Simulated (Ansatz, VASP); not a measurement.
# KBr: VASP beside Ansatz

```
CELL_PARAMETERS angstrom
3.96096 0.00000 0.00000
0.00000 3.96096 0.00000
0.00000 0.00000 3.96096
ATOMIC_POSITIONS crystal
Br 0.50000 0.50000 0.50000
K 0.00000 0.00000 0.00000
```

Alike in both runs: task single point; functional b88 exchange, pbe correlation; k mesh 7 × 7 × 7; no spin polarisation.

|  | VASP | Ansatz |
| --- | --- | --- |
| version | VASP 6.6.1 | Ansatz 0.2.0 |
| potentials or method | VASP PAW PBE potentials, release 64 (Br, K_sv) | PseudoDojo standard (LDA files) |
| plane-wave cutoff (eV) | 500 | 980 |
| occupations | methfessel-paxton of order 1, width 0.05 eV | cold, width 0.05 eV |
| valence electrons in the cell | 16 | 16 |

|  | VASP | Ansatz | Ansatz less VASP |
| --- | --- | --- | --- |
| gap on the k mesh at the Fermi level (eV) | 4.20 | 4.21 | +0.008 |
| least direct gap on the mesh (eV) | 4.45 | 4.46 | +0.005 |
| pressure (GPa) | 1.4 | 1.3 | -0.17 |

VASP's potentials were made for PBE, not for b88 exchange, pbe correlation.

Noted on Ansatz's run: the potentials were made for another functional, which shifts forces and pressure; odd divisions of the mesh miss points on the zone boundary, where band edges often lie, so the gap on the mesh can be too wide.
